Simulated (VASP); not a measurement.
# Pd (Fm-3m) in VASP: notebook

The runs below take Pd through single point, relaxation of volume and atoms at fixed shape, with PBEsol.

Program: VASP 6.6.1. These are calculated values, not measurements. Logs are shortened: lines on timing, memory, paths and dates and some standing lists are left out, and cuts for length are marked.

## Step 1: The cell of the first run

Symmetry: Fm-3m, No. 225, cubic system. Conventional cell: a = 3.880 Å, b = 3.880 Å, c = 3.880 Å, α = 90.00°, β = 90.00°, γ = 90.00°. Pd (site symmetry m-3m) has 12 Pd at 2.74 Å within 3.6 Å.

## Step 2: Single point, PBEsol

INCAR

```
PREC     = Accurate       # precision mode
ENCUT    = 520            # plane-wave cutoff, eV
EDIFF    = 1E-7           # SCF threshold, eV
ISMEAR   = -1             # smearing method
SIGMA    = 0.1            # smearing width, eV
LREAL    = F              # projectors in reciprocal space
LASPH    = T              # aspherical terms in the spheres
NELM     = 80             # most SCF steps
ALGO     = Normal         # electronic algorithm
ISIF     = 2              # what is computed and relaxed
LWAVE    = F              # write WAVECAR
LCHARG   = T              # write CHGCAR
GGA      = PS             # functional
LELF     = T              # ELF
LVHAR    = T            
NBANDS   = 11             # bands
```

KPOINTS

```
Automatic mesh
0
Gamma
  11 11 11
```

POSCAR

```
Pd
1.0
    2.7436222748      0.0000000000      0.0000000000
    1.3718111374      2.3760465883      0.0000000000
    1.3718111374      0.7920155294      2.2401582067
Pd
1
Direct
    0.0000000000      0.0000000000      0.0000000000
```

Potentials or basis: VASP PAW PBE potentials, release 64 (Pd).

Started as:

```sh
$ cat potpaw_PBE.64/Pd/POTCAR > POTCAR
$ mpirun -np 1 vasp_std > vasp.out
```

OUTCAR:

```text
PREC = Accurate
   ENCUT = 520
   EDIFF = 1E-7
   ISMEAR = -1
   LREAL = F
   LASPH = T
   NELM = 80
   ISIF = 2
   GGA = PS

 ion  position               nearest neighbor table
   1  0.000  0.000  0.000-

  LATTYP: Found a face centered cubic cell.
 ALAT       =     3.8800678310

  Lattice vectors:

 A1 = (   2.7436222748,   0.0000000000,   0.0000000000)
 A2 = (   1.3718111374,   2.3760465883,   0.0000000000)
 A3 = (   1.3718111374,   0.7920155294,   2.2401582067)

Analysis of symmetry for initial positions (statically):
=====================================================================
 Subroutine PRICEL returns:
 Original cell was already a primitive cell.

 Routine SETGRP: Setting up the symmetry group for a
 face centered cubic supercell.

 Subroutine GETGRP returns: Found 48 space group operations
 (whereof 48 operations were pure point group operations)
 out of a pool of 48 trial point group operations.

The static configuration has the point symmetry O_h .

Analysis of symmetry for dynamics (positions and initial velocities):
=====================================================================
 Subroutine PRICEL returns:
 Original cell was already a primitive cell.

 Routine SETGRP: Setting up the symmetry group for a
 face centered cubic supercell.

 Subroutine GETGRP returns: Found 48 space group operations
 (whereof 48 operations were pure point group operations)
 out of a pool of 48 trial point group operations.

The dynamic configuration has the point symmetry O_h .

 Subroutine INISYM returns: Found 48 space group operations
 (whereof 48 operations are pure point group operations),
 and found     1 'primitive' translations

----------------------------------------------------------------------------------------

                                     Primitive cell

  volume of cell :      14.6035

  direct lattice vectors                    reciprocal lattice vectors
     2.743622275  0.000000000  0.000000000     0.364481660 -0.210433584 -0.148799014
     1.371811137  2.376046588  0.000000000     0.000000000  0.420867169 -0.148799014
     1.371811137  0.792015529  2.240158207     0.000000000  0.000000000  0.446397043

  length of vectors
     2.743622275  2.743622275  2.743622275     0.446397043  0.446397043  0.446397043

  position of ions in fractional coordinates (direct lattice)
     0.000000000  0.000000000  0.000000000

  ion indices of the primitive-cell ions
   primitive index   ion index
                 1           1

----------------------------------------------------------------------------------------

 KPOINTS: Automatic mesh

Automatic generation of k-mesh.
 Grid dimensions read from file:
 generate k-points for:   11   11   11

 Generating k-lattice:

  Cartesian coordinates                     Fractional coordinates (reciprocal lattice)
     0.033134696 -0.019130326 -0.013527183     0.090909091  0.000000000 -0.000000000
     0.000000000  0.038260652 -0.013527183     0.000000000  0.090909091 -0.000000000
     0.000000000  0.000000000  0.040581549     0.000000000  0.000000000  0.090909091

  Length of vectors
     0.040581549  0.040581549  0.040581549

  Shift w.r.t. Gamma in fractional coordinates (k-lattice)
     0.000000000  0.000000000  0.000000000

 Subroutine IBZKPT returns following result:
 ===========================================

 Found     56 irreducible k-points:

 Following reciprocal coordinates:
            Coordinates               Weight
  0.000000  0.000000  0.000000      1.000000
  0.090909  0.000000  0.000000      8.000000
  0.181818  0.000000 -0.000000      8.000000
  0.272727  0.000000  0.000000      8.000000
  0.363636  0.000000 -0.000000      8.000000
  0.454545  0.000000 -0.000000      8.000000
[... 16 lines left out ...]
 -0.272727  0.181818  0.000000     24.000000
 -0.181818  0.181818  0.000000     12.000000
 [... further k-points ...]
   k-points           NKPTS =     56   k-points in BZ     NKDIM =     56   number of bands    NBANDS=     11
   number of dos      NEDOS =    301   number of ions     NIONS =      1
   total plane-waves  NPLWV =   8000
   dimension x,y,z NGX =    20 NGY =   20 NGZ =   20
   dimension x,y,z NGXF=    40 NGYF=   40 NGZF=   40
   ions per type =               1
   NGX,Y,Z   is equivalent  to a cutoff of  12.12, 12.12, 12.12 a.u.
   NGXF,Y,Z  is equivalent  to a cutoff of  24.24, 24.24, 24.24 a.u.
 SYSTEM =  unknown system
   PREC   = accura    normal or accurate (medium, high low for compatibility)
   ISTART =      0    job   : 0-new  1-cont  2-samecut
   ICHARG =      2    charge: 1-file 2-atom 10-const
   ISPIN  =      1    spin polarized calculation?
   LNONCOLLINEAR =      F non collinear calculations
   LSORBIT =      F    spin-orbit coupling
   LASPH  =      T    aspherical Exc in radial PAW
   ENCUT  =  520.0 eV  38.22 Ry    6.18 a.u.   5.10  5.10  5.10*2*pi/ulx,y,z
   NELM   =     80;   NELMIN=  2; NELMDL= -5     # of ELM steps
   EDIFF  = 0.1E-06   stopping-criterion for ELM
   LREAL  =      F    real-space projection
   EDIFFG = 0.1E-05   stopping-criterion for IOM
   NSW    =      0    number of steps for IOM
   IBRION =     -1    ionic relax: 0-MD 1-quasi-New 2-CG
   NFREE  =      0    steps in history (QN), initial steepest desc. (CG)
   ISIF   =      2    stress and relaxation
   ISYM   =      2    0-nonsym 1-usesym 2-fastsym
   POTIM  = 0.5000    time-step for ionic-motion
   TEBEG  =    0.0;   TEEND  =   0.0 temperature during run
   PSTRESS=    0.0 pullay stress
   NELECT =      10.0000    total number of electrons
   NUPDOWN=      -1.0000    fix difference up-down
   EMIN   =  10.00;   EMAX   =-10.00  energy-range for DOS
   EFERMI =   0.00;   METHOD = LEGACY
   ISMEAR =    -1;   SIGMA  =   0.10  broadening in eV -4-tet -1-fermi 0-gaus
   EFERMI_NEDOS =   21; number of points for ismear=-14 and -15
   IALGO  =     38    algorithm
   IMIX   =      4    mixing-type and parameters
     AMIX     =   0.40;   BMIX     =  1.00
     AMIX_MAG =   1.60;   BMIX_MAG =  1.00
  volume/ion in A,a.u.               =      14.60        98.55
  Fermi-wavevector in a.u.,A,eV,Ry     =   1.442964  2.726807 28.329306  2.082145
  Thomas-Fermi vector in A             =   2.561425
   LORBIT       =      0    0 simple, 1 ext, 2 COOP (PROOUT), +10 PAW based schemes
   GGA     = PS    functional components
   LHFCALC =     F    Hartree Fock is set to
   AEXX    =    0.0000 exact exchange contribution
   IVDW    =     0    specifies the selected vdW correction
   LEPSILON=     F    determine dielectric tensor
   LRPA    =     F    only Hartree local field effects (RPA)
 non-spin polarized calculation
  energy-cutoff  :      520.00
  volume of cell :       14.60
 maximum number of plane-waves:       411
   NGX = 11   NGY = 11   NGZ = 11

 number of electron      10.0000001 magnetization

 Free energy of the ion-electron system (eV)
  ---------------------------------------------------
  ext. energy  EPLUGINS =         0.00000000
  ---------------------------------------------------
  free energy    TOTEN  =        -5.98379633 eV

  energy without entropy =       -5.91354824  energy(sigma->0) =       -5.94867228

 E-fermi :   9.8299     XC(G=0): -13.4421

 val. band max:        9.8254974806   @ k =   0.4545   0.1818  -0.0000
 cond. band min:       9.8713425306   @ k =   0.3636   0.2727   0.0909
 fundamental gap:      0.0458450500
 Fermi energy:         9.8298984481

 k-point     1 :       0.0000    0.0000    0.0000
  band No.  band energies     occupation
      1       2.4721      2.00000
      2       6.8947      2.00000
      3       6.8947      2.00000
      4       6.8947      2.00000
      5       8.5511      1.99999
      6       8.5511      1.99999
      7      26.9229      0.00000
      8      31.7470      0.00000
      9      31.7470      0.00000
     10      31.7470      0.00000
     11      35.8571      0.00000

 k-point     2 :       0.0909    0.0000    0.0000
  band No.  band energies     occupation
      1       2.7716      2.00000
      2       6.7911      2.00000
      3       6.9963      2.00000
      4       6.9963      2.00000
      5       8.5050      2.00000
      6       8.5050      2.00000
      7      27.2260      0.00000
      8      30.0333      0.00000
      9      32.0954      0.00000
     10      32.0954      0.00000
     11      35.9305      0.00000

 k-point     3 :       0.1818    0.0000   -0.0000
  band No.  band energies     occupation
      1       3.5612      2.00000
      2       6.6397      2.00000
      3       7.1805      2.00000
      4       7.1805      2.00000
      5       8.4983      2.00000
      6       8.4983      2.00000
      7      26.6552      0.00000
      8      28.1914      0.00000
      9      32.9713      0.00000
     10      32.9713      0.00000
     11      35.8193      0.00000

 k-point     4 :       0.2727    0.0000    0.0000
  band No.  band energies     occupation
      1       4.3209      2.00000
      2       7.0457      2.00000
      3       7.1675      2.00000
      4       7.1675      2.00000
      5       8.8127      1.99992
      6       8.8127      1.99992
      7      23.5028      0.00000
      8      27.8246      0.00000
      9      33.4331      0.00000
     10      33.4331      0.00000
     11      35.6892      0.00000

 k-point     5 :       0.3636    0.0000   -0.0000
  band No.  band energies     occupation
      1       4.4639      2.00000
      2       6.9961      2.00000
      3       6.9961      2.00000
      4       8.5705      1.99999
      5       9.3401      1.98519
      6       9.3401      1.98519
      7      20.1917      0.00000
      8      26.9439      0.00000
      9      32.1282      0.00000
     10      32.1282      0.00000
     11      36.5184      0.00000
[... 211 lines left out ...]
 k-point    21 :      -0.4545    0.1818    0.0000
  band No.  band energies     occupation
      1       5.0321      2.00000
      2       6.3181      2.00000
      3       7.5209      2.00000
      4       7.6181      2.00000
      5       9.7195      1.50212
      6      13.7722      0.00000
      7      17.1777      0.00000
      8      25.5420      0.00000
      9      28.7874      0.00000
     10      28.8449      0.00000
     11      35.9500      0.00000

 k-point    22 :      -0.3636    0.1818    0.0000
  band No.  band energies     occupation
      1       5.1729      2.00000
      2       6.4210      2.00000
      3       7.4837      2.00000
      4       7.4993      2.00000
      5       9.2129      1.99583
      6      12.8717      0.00000
      7      18.7029      0.00000
      8      25.0272      0.00000
      9      28.7289      0.00000
     10      30.4675      0.00000
     11      35.9404      0.00000

 k-point    23 :      -0.2727    0.1818    0.0000
  band No.  band energies     occupation
      1       5.3476      2.00000
      2       6.5164      2.00000
      3       6.8920      2.00000
      4       7.6201      2.00000
      5       8.5071      2.00000
      6      11.2443      0.00000
      7      21.9080      0.00000
      8      25.0525      0.00000
      9      29.4477      0.00000
     10      32.8160      0.00000
     11      34.3880      0.00000

 k-point    24 :      -0.1818    0.1818    0.0000
  band No.  band energies     occupation
      1       4.9778      2.00000
      2       6.1908      2.00000
      3       7.0959      2.00000
      4       7.8232      2.00000
      5       7.8784      2.00000
      6       9.9494      0.46489
      7      24.8719      0.00000
      8      25.8492      0.00000
      9      30.9806      0.00000
     10      32.3496      0.00000
     11      34.9433      0.00000

 [... further k-points ...]

------------------------ aborting loop because EDIFF is reached ----------------------------------------

  FORCE on cell =-STRESS in cart. coord.  units (eV):
  Direction    XX          YY          ZZ          XY          YZ          ZX
  --------------------------------------------------------------------------------------
  -------------------------------------------------------------------------------------
  Total       -0.0306249     -0.0306249     -0.0306249      0.0000000      0.0000000     -0.0000000
  in kB       -3.3599026     -3.3599026     -3.3599026      0.0000000      0.0000000     -0.0000000
  external PRESSURE =      -3.3599026 kB  Pullay stress =       0.0000000 kB

 VOLUME and BASIS-vectors are now :
 -----------------------------------------------------------------------------
  energy-cutoff  :      520.00
  volume of cell :       14.60
      direct lattice vectors                 reciprocal lattice vectors
     2.743622275  0.000000000  0.000000000     0.364481660 -0.210433584 -0.148799014
     1.371811137  2.376046588  0.000000000     0.000000000  0.420867169 -0.148799014
     1.371811137  0.792015529  2.240158207     0.000000000  0.000000000  0.446397043

 POSITION                                       TOTAL-FORCE (eV/Angst)
 -----------------------------------------------------------------------------------
      0.00000      0.00000      0.00000        -0.000000     -0.000000      0.000000
 -----------------------------------------------------------------------------------
    total drift:                               -0.000000     -0.000000     -0.000000

  FREE ENERGIE OF THE ION-ELECTRON SYSTEM (eV)
  ---------------------------------------------------
  free  energy   TOTEN  =        -5.9837963293 eV

  energy  without entropy=       -5.9135482353  energy(sigma->0) =       -5.94867228
```

Run time: 8.6 s. Hardware: 1 thread of AMD EPYC 7R13, shared host; peak memory 0.1 GiB.

What came out:

| Property | Result |
| --- | --- |
| Free energy | -5.9838 eV |
| Pressure | -0.3 GPa |
| Band gap on the k mesh | zero (bands 5 and 6 overlap by 1.53 eV) |

Levels at points of the mesh, in eV from the Fermi level:
```tsv
k point	band 2	band 3	band 4	band 5	band 6	band 7	band 8	band 9
(0.00, 0.00, 0.00)	-2.94	-2.94	-2.94	-1.28	-1.28	17.09	21.92	21.92
```

Caveat: the PAW data sets were made with another functional, which shifts forces and pressure a little.

## Step 3: Relaxation of volume and atoms at fixed shape, PBEsol

This run uses another cell than the first one, of 14.75 Å³/atom.

INCAR

```
  PREC = Accurate
  ENCUT = 600
  EDIFF = 1E-6
  ISMEAR = -1
  SIGMA = 0.1
  LREAL = F
  LASPH = T
  NELM = 100
  ALGO = Normal
  ISIF = 8
  LWAVE = F
  LCHARG = F
  GGA = PS
  IBRION = 2
  NSW = 80
  EDIFFG = -0.03
```

KPOINTS is that of step 2.

POSCAR

```
Pd
1.0
    2.7527670000      0.0000000000      0.0000000000
    1.3763835000      2.3839661527      0.0000000000
    1.3763835000      0.7946553842      2.2476248436
Pd
1
Direct
    0.0000000000      0.0000000000      0.0000000000
```

Potentials or basis: VASP PAW PBE potentials, release 64 (Pd).

Started as:

```sh
$ cat potpaw_PBE.64/Pd/POTCAR > POTCAR
$ mpirun -np 1 vasp_std > vasp.out
```

Run time: 19 s. Hardware: 1 thread of AMD EPYC 7R13, shared host; peak memory 0.12 GiB.

The run converged. Its results:

```
Free energy                           : -5.9843 eV
Relaxed volume                        : 14.58 Å³/atom
Relaxed cell                          : a = 2.742 Å, b = 2.742 Å, c = 2.742 Å, α = 60.00°, β = 60.00°, γ = 60.00°
Space group after relaxing (to 0.1 Å) : Fm-3m (No. 225)
Energy gained by relaxing             : 1.3 meV/atom
Ionic steps                           : 3
Pressure after relaxing               : -0.1 GPa
Band gap on the k mesh                : zero (bands 5 and 6 overlap by 1.54 eV)
```

Step by step:
```csv
step,energy change (eV),largest force (eV/Å),pressure (GPa),volume (Å³)
1,0.0000,0.0000,-2.31,14.75
2,0.0022,0.0000,3.93,14.30
3,-0.0013,0.0000,-0.06,14.58
```

Final structure:
```
Pd
1.0
     2.74225    0.00000    0.00000
     1.37112    2.37485    0.00000
     1.37112    0.79162    2.23903
Pd
1
Cartesian
  0.0000 0.0000 0.0000
```

Levels at points of the mesh, in eV from the Fermi level:
```
           k point  band 2  band 3  band 4  band 5  band 6  band 7  band 8  band 9
(0.00, 0.00, 0.00)   -2.94   -2.94   -2.94   -1.28   -1.28   17.09   21.93   21.93
```

Caveat: the PAW data sets were made with another functional, which shifts forces and pressure a little.

The gap in the log of VASP goes by the Fermi energy; the results here count the filled bands.